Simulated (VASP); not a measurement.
# Mg (R-3m) in VASP: further runs

Mg is run at these levels: LDA; tasks: single point.

Program: VASP 6.6.1. These are calculated values, not measurements. Logs are shortened: lines on timing, memory, paths and dates and some standing lists are left out, and cuts for length are marked.

**1. The cell of the first run**

It takes space group R-3m (No. 166, trigonal). The conventional cell has a = 4.155 Å, b = 4.155 Å, c = 2.583 Å, α = 90.00°, β = 90.00°, γ = 120.00°. Within 3.4 Å of Mg (site symmetry -3m) lie 14 Mg at 2.55 to 2.95 Å.

**2. Single point, LDA (equal xy, yz and zx shear strains of +1 %)**

Contents of INCAR:

```
PREC = Accurate
ENCUT = 520
EDIFF = 1E-6
ISMEAR = -1
SIGMA = 0.03
LREAL = False
LASPH = True
NELM = 60
ALGO = Normal
ISIF = 2
LWAVE = False
LCHARG = False
NBANDS = 7
```

Contents of KPOINTS:

```
regular mesh
0
Gamma
  19 19 19
```

Contents of POSCAR:

```
Mg
1.0
   -1.4617350000      1.4765000000      1.4765000000
    1.4765000000     -1.4617350000      1.4765000000
    1.4765000000      1.4765000000     -1.4617350000
Mg
1
Direct
    0.0000000000      0.0000000000      0.0000000000
```

Potentials or basis: VASP PAW LDA potentials, release 64 (Mg).

On the command line:

```sh
> cat potpaw_LDA.64/Mg/POTCAR > POTCAR
> mpirun -np 1 vasp_std > vasp.out
```

OUTCAR:

```text
PREC = Accurate
   ENCUT = 520
   EDIFF = 1E-6
   ISMEAR = -1
   LREAL = False
   LASPH = True
   NELM = 60
   ISIF = 2

 ion  position               nearest neighbor table
   1  0.000  0.000  0.000-

  LATTYP: Found a trigonal (rhomboedric) cell.
 ALAT       =     2.5488769508
 COS(alpha) =    -0.3288480252

  Lattice vectors:

 A1 = (  -1.4617350000,   1.4765000000,   1.4765000000)
 A2 = (   1.4765000000,  -1.4617350000,   1.4765000000)
 A3 = (   1.4765000000,   1.4765000000,  -1.4617350000)

Analysis of symmetry for initial positions (statically):
=====================================================================
 Subroutine PRICEL returns:
 Original cell was already a primitive cell.

 Routine SETGRP: Setting up the symmetry group for a
 trigonal (rhombohedral) supercell.

 Subroutine GETGRP returns: Found 12 space group operations
 (whereof 12 operations were pure point group operations)
 out of a pool of 12 trial point group operations.

The static configuration has the point symmetry D_3d.

Analysis of symmetry for dynamics (positions and initial velocities):
=====================================================================
 Subroutine PRICEL returns:
 Original cell was already a primitive cell.

 Routine SETGRP: Setting up the symmetry group for a
 trigonal (rhombohedral) supercell.

 Subroutine GETGRP returns: Found 12 space group operations
 (whereof 12 operations were pure point group operations)
 out of a pool of 12 trial point group operations.

The dynamic configuration has the point symmetry D_3d.

 Subroutine INISYM returns: Found 12 space group operations
 (whereof 12 operations are pure point group operations),
 and found     1 'primitive' translations

----------------------------------------------------------------------------------------

                                     Primitive cell

  volume of cell :      12.8744

  direct lattice vectors                    reciprocal lattice vectors
    -1.461735000  1.476500000  1.476500000    -0.003369707  0.336970668  0.336970668
     1.476500000 -1.461735000  1.476500000     0.336970668 -0.003369707  0.336970668
     1.476500000  1.476500000 -1.461735000     0.336970668  0.336970668 -0.003369707

  length of vectors
[... 72 lines left out ...]
   ISTART =      0    job   : 0-new  1-cont  2-samecut
   ICHARG =      2    charge: 1-file 2-atom 10-const
   ISPIN  =      1    spin polarized calculation?
   LNONCOLLINEAR =      F non collinear calculations
   LSORBIT =      F    spin-orbit coupling
   LASPH  =      T    aspherical Exc in radial PAW
   ENCUT  =  520.0 eV  38.22 Ry    6.18 a.u.   4.74  4.74  4.74*2*pi/ulx,y,z
   NELM   =     60;   NELMIN=  2; NELMDL= -5     # of ELM steps
   EDIFF  = 0.1E-05   stopping-criterion for ELM
   LREAL  =      F    real-space projection
   EDIFFG = 0.1E-04   stopping-criterion for IOM
   NSW    =      0    number of steps for IOM
   IBRION =     -1    ionic relax: 0-MD 1-quasi-New 2-CG
   NFREE  =      0    steps in history (QN), initial steepest desc. (CG)
   ISIF   =      2    stress and relaxation
   ISYM   =      2    0-nonsym 1-usesym 2-fastsym
   POTIM  = 0.5000    time-step for ionic-motion
   TEBEG  =    0.0;   TEEND  =   0.0 temperature during run
   PSTRESS=    0.0 pullay stress
   NELECT =       2.0000    total number of electrons
   NUPDOWN=      -1.0000    fix difference up-down
   EMIN   =  10.00;   EMAX   =-10.00  energy-range for DOS
   EFERMI =   0.00;   METHOD = LEGACY
   ISMEAR =    -1;   SIGMA  =   0.03  broadening in eV -4-tet -1-fermi 0-gaus
   EFERMI_NEDOS =   21; number of points for ismear=-14 and -15
   IALGO  =     38    algorithm
   IMIX   =      4    mixing-type and parameters
     AMIX     =   0.40;   BMIX     =  1.00
     AMIX_MAG =   1.60;   BMIX_MAG =  1.00
  volume/ion in A,a.u.               =      12.87        86.88
  Fermi-wavevector in a.u.,A,eV,Ry     =   0.880053  1.663059 10.537623  0.774493
  Thomas-Fermi vector in A             =   2.000361
   LORBIT       =      0    0 simple, 1 ext, 2 COOP (PROOUT), +10 PAW based schemes
   GGA     = CA    functional components
   LHFCALC =     F    Hartree Fock is set to
   AEXX    =    0.0000 exact exchange contribution
   IVDW    =     0    specifies the selected vdW correction
   LEPSILON=     F    determine dielectric tensor
   LRPA    =     F    only Hartree local field effects (RPA)
 non-spin polarized calculation
  energy-cutoff  :      520.00
  volume of cell :       12.87
 maximum number of plane-waves:       370
   NGX =  9   NGY =  9   NGZ =  9

 number of electron       2.0000000 magnetization

 Free energy of the ion-electron system (eV)
  ---------------------------------------------------
  ext. energy  EPLUGINS =         0.00000000
  ---------------------------------------------------
  free energy    TOTEN  =        -0.80498863 eV

  energy without entropy =       -0.80402647  energy(sigma->0) =       -0.80450755

 E-fermi :   6.4224     XC(G=0): -10.7613

 val. band max:        6.4189590569   @ k =   0.3684   0.1053   0.1053
 cond. band min:       6.4598589963   @ k =  -0.2105  -0.4737   0.1579
 fundamental gap:      0.0408999395
 Fermi energy:         6.4223842318

 k-point     1 :       0.0000    0.0000    0.0000
  band No.  band energies     occupation
      1      -3.4307      2.00000
      2      23.5446      0.00000
      3      23.5446      0.00000
      4      23.7875      0.00000
      5      26.5450      0.00000
      6      26.5450      0.00000
      7      28.2710      0.00000
[... 221 lines left out ...]
 k-point    24 :      -0.2632    0.0526   -0.0000
  band No.  band energies     occupation
      1      -1.4524      2.00000
      2      14.4394      0.00000
      3      18.8007      0.00000
      4      22.1689      0.00000
      5      23.0493      0.00000
      6      25.6304      0.00000
      7      30.0665      0.00000

 [... further k-points ...]
[... 5 lines left out ...]
  --------------------------------------------------------------------------------------
  -------------------------------------------------------------------------------------
  Total        4.4952955      4.4952955      4.4952955     -0.1019726     -0.1019726     -0.1019726
  in kB      559.4238057    559.4238057    559.4238057    -12.6901359    -12.6901359    -12.6901359
  external PRESSURE =     559.4238057 kB  Pullay stress =       0.0000000 kB

 VOLUME and BASIS-vectors are now :
 -----------------------------------------------------------------------------
  energy-cutoff  :      520.00
  volume of cell :       12.87
      direct lattice vectors                 reciprocal lattice vectors
    -1.461735000  1.476500000  1.476500000    -0.003369707  0.336970668  0.336970668
     1.476500000 -1.461735000  1.476500000     0.336970668 -0.003369707  0.336970668
     1.476500000  1.476500000 -1.461735000     0.336970668  0.336970668 -0.003369707

 POSITION                                       TOTAL-FORCE (eV/Angst)
 -----------------------------------------------------------------------------------
      0.00000      0.00000      0.00000         0.000000      0.000000      0.000000
 -----------------------------------------------------------------------------------
    total drift:                                0.000000     -0.000000     -0.000000

  FREE ENERGIE OF THE ION-ELECTRON SYSTEM (eV)
  ---------------------------------------------------
  free  energy   TOTEN  =        -0.8049886295 eV

  energy  without entropy=       -0.8040264679  energy(sigma->0) =       -0.80450755
```

OSZICAR:

```text
N       E                     dE             d eps       ncg     rms          rms(c)
DAV:   1     0.154696654044E+00    0.15470E+00   -0.95760E+02 10808   0.207E+02
DAV:   2    -0.848467314963E+00   -0.10032E+01   -0.95948E+00 13251   0.149E+01
DAV:   3    -0.850720692632E+00   -0.22534E-02   -0.22523E-02 11074   0.798E-01
DAV:   4    -0.850723125434E+00   -0.24328E-05   -0.24328E-05 13426   0.189E-02
DAV:   5    -0.850723129934E+00   -0.45001E-08   -0.45955E-08 11235   0.521E-04    0.748E-01
DAV:   6    -0.822295482706E+00    0.28428E-01   -0.34744E-04 10423   0.117E-01    0.477E-01
DAV:   7    -0.805157928333E+00    0.17138E-01   -0.82631E-04  9919   0.181E-01    0.196E-02
DAV:   8    -0.805000364199E+00    0.15756E-03   -0.22529E-05 12005   0.293E-02    0.587E-03
DAV:   9    -0.804989122404E+00    0.11242E-04   -0.47170E-06 10584   0.130E-02    0.710E-04
DAV:  10    -0.804988629464E+00    0.49294E-06   -0.72837E-08  5628   0.168E-03
   1 F= -.80498863E+00 E0= -.80450755E+00  d E =-.962162E-03
```

stdout:

```text
POSCAR found type information on POSCAR Mg
 POSCAR found :  1 types and       1 ions
 scaLAPACK will be used
 LDA part: xc-table for (Slater(with rela. corr.)+CA(PZ))
 , standard interpolation
 POSCAR, INCAR and KPOINTS ok, starting setup
 FFT: planning ... GRIDC
 FFT: planning ... GRID_SOFT
 FFT: planning ... GRID
 WAVECAR not read
 entering main loop
```

Wall time 44 s (1 thread of AMD EPYC 7R43 (Zen 3), shared host); peak memory 0.14 GiB.

Results:

```
Free energy            : -0.8050 eV
Pressure               : 55.9 GPa
Band gap on the k mesh : zero (band 1 reaches 9.75 eV, above the bottom of band 2 at 5.43 eV)
```

Stress tensor (GPa, compression positive):
```
55.94 -1.27 -1.27
-1.27 55.94 -1.27
-1.27 -1.27 55.94
```

Levels at points of the mesh, in eV from the Fermi level:
```
           k point  band 1  band 2  band 3  band 4  band 5
(0.00, 0.00, 0.00)   -9.85   17.12   17.12   17.37   20.12
```

Caveat: the cell differs from its parent crystal (equal xy, yz and zx shear strains of +1 %).

**3. Single point, LDA (equal xy, yz and zx shear strains of +2 %)**

Contents of INCAR:

```
SYSTEM = Mg
PREC = Accurate
ENCUT = 520
EDIFF = 1E-6
ISMEAR = -1
SIGMA = 0.03
LREAL = .FALSE.
LASPH = .TRUE.
NELM = 60
ALGO = Normal
ISIF = 2
LWAVE = .FALSE.
LCHARG = .FALSE.
NBANDS = 7
```

Contents of KPOINTS:

```
regular mesh
0
G
  19 19 19
  0 0 0
```

Contents of POSCAR:

```
Mg
1.0
   -1.4469700000      1.4765000000      1.4765000000
    1.4765000000     -1.4469700000      1.4765000000
    1.4765000000      1.4765000000     -1.4469700000
Mg
1
Direct
    0.0000000000      0.0000000000      0.0000000000
```

Potentials or basis: VASP PAW LDA potentials, release 64 (Mg).

On the command line:

```sh
> cat potpaw_LDA.64/Mg/POTCAR > POTCAR
> mpirun -np 1 vasp_std > vasp.out
```

Run time: 41 s. Hardware: 1 thread of AMD EPYC 7R43 (Zen 3), shared host; peak memory 0.13 GiB.

The run converged. Its results:

```yaml
Free_energy: -0.7994 eV
Pressure: 56.0 GPa
Band_gap_on_the_k_mesh: zero (band 1 reaches 9.75 eV, above the bottom of band 2 at 5.36 eV)
```

Stress tensor (GPa, compression positive):
```
56.05 -2.51 -2.51
-2.51 56.05 -2.51
-2.51 -2.51 56.05
```

Levels at points of the mesh, in eV from the Fermi level:
```
           k point  band 1  band 2  band 3  band 4  band 5
(0.00, 0.00, 0.00)   -9.85   16.98   16.98   17.52   20.23
```

Caveat: the cell differs from its parent crystal (equal xy, yz and zx shear strains of +2 %).
